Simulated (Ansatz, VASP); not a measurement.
## Be: VASP beside Ansatz

```
CELL_PARAMETERS angstrom
-1.26565 1.26565 1.25312
1.26565 -1.26565 1.25312
1.26565 1.26565 -1.25312
ATOMIC_POSITIONS crystal
Be 0.00000 0.00000 0.00000
```

Change from the starting cell: equal xx and yy strain of +1 %, PAW files.

Alike in both runs: task electric field gradients; functional PBE; k mesh 23 × 23 × 23; occupations fermi-dirac, width 0.03 eV; no spin polarisation.

```csv
,VASP,Ansatz
version,VASP 6.6.1,Ansatz 0.2.0
potentials or method,"VASP PAW PBE potentials, release 64 (Be)","PAW with Ansatz's default frozen-core files, scalar-relativistic"
plane-wave cutoff (eV),520,420
valence electrons in the cell,2,2
```

VASP gave:

| Item | Value |
| --- | --- |
| pressure (GPa) | -3.0 |
| traceless stress, the component that is largest in VASP (GPa) | -0.32 |

Problem. Estimate Ansatz's values.

Solution. Pressure (GPa): -3.2; traceless stress, the component that is largest in VASP (GPa): -0.33.
